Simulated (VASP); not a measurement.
Input of a VASP 6.6.1 run:

The input INCAR:

```
SYSTEM = Al3C2
PREC = Accurate
ENCUT = 600
EDIFF = 1E-6
ISMEAR = 0
SIGMA = 0.1
LREAL = .False.
LASPH = .True.
NELM = 100
ALGO = Normal
ISIF = 3
LWAVE = .False.
LCHARG = .False.
GGA = PE
IBRION = 2
NSW = 90
EDIFFG = -0.04
```

The input KPOINTS:

```
Automatic mesh
0
Gamma
  6 6 2
  0 0 0
```

POSCAR

```
Al3C2
1.0
    3.2902272600      0.0000000000      0.0000000000
   -1.6451136300      2.8494203900      0.0000000000
    0.0000000000      0.0000000000     14.5110447100
Al C
6 4
Direct
    0.3333333300      0.6666666700      0.9721999800
    0.6666666700      0.3333333300      0.4721999800
    0.3333333300      0.6666666700      0.5278000200
    0.6666666700      0.3333333300      0.0278000200
    0.3333333300      0.6666666700      0.7500000000
    0.6666666700      0.3333333300      0.2500000000
    0.3333333300      0.6666666700      0.1398500100
    0.6666666700      0.3333333300      0.6398500100
    0.3333333300      0.6666666700      0.3601499900
    0.6666666700      0.3333333300      0.8601499900
```

Potentials or basis: VASP PAW PBE potentials, release 64 (Al, C).

Command:

```sh
$ cat potpaw_PBE.64/Al/POTCAR potpaw_PBE.64/C/POTCAR > POTCAR
$ mpirun -np 1 vasp_std > vasp.out
```

(1) What does it give for the band gap on the k mesh?

(2) What does it give for the space group after relaxing (to 0.1 Å)?

(3) What does it give for the relaxed cell?

(4) What does it give for the relaxed volume?

Answers

(1) zero (bands 17 and 18 overlap by 2.01 eV).

(2) P6_3/mmc (No. 194).

(3) a = 3.245 Å, b = 3.245 Å, c = 13.452 Å, α = 90.00°, β = 90.00°, γ = 120.00°.

(4) 12.27 Å³/atom.

Caveat: the k points lie up to 0.37 Å⁻¹ apart in the final cell, too coarse for converged energies and pressures of a metal.
